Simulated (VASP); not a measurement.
Runs of VASP 6.6.1 on K. The structure is that of space group Fd-3m (No. 227), or close to it. The cells are those of the table. This isn't the form of K at room conditions, which is bcc.

```csv
task,cell,k mesh,cutoff (eV),gap on the mesh (eV),pressure (GPa)
single point,"a = 7.459 Å, angles 60.0°, 2 atoms",6 × 6 × 6,520,none,-0.1
single point,"a = 7.085 Å, angles 60.0°, 2 atoms",6 × 6 × 6,520,none,0.1
single point,"a = 7.182 Å, angles 60.0°, 2 atoms",6 × 6 × 6,520,none,0.0
relaxation of cell and atoms,"relaxed from a = 6.482 Å, angles 60.0°, 2 atoms",6 × 6 × 6,600,none,0.0
single point,"a = 6.985 Å, angles 60.0°, 2 atoms",6 × 6 × 6,520,none,0.1
single point,"a = 6.882 Å, angles 60.0°, 2 atoms",6 × 6 × 6,520,none,(a)
single point,"a = 7.182 Å, angles 60.0°, 2 atoms",9 × 9 × 9,520,-,0.0
single point,"a = 7.369 Å, angles 60.0°, 2 atoms",6 × 6 × 6,520,none,0.0
single point,"a = 7.277 Å, angles 60.0°, 2 atoms",6 × 6 × 6,520,none,0.0
```

Alike in all rows: level BLYP; potentials or basis VASP PAW PBE potentials, release 64 (K_sv); no spin polarisation; smearing fermi-dirac 0.1 eV.

Estimate the missing entries.

(a) 0.2.

Caveats: the PAW data sets were made with another functional, which shifts forces and pressure a little.

A gap of «none» marks levels without a gap at the run's occupations.
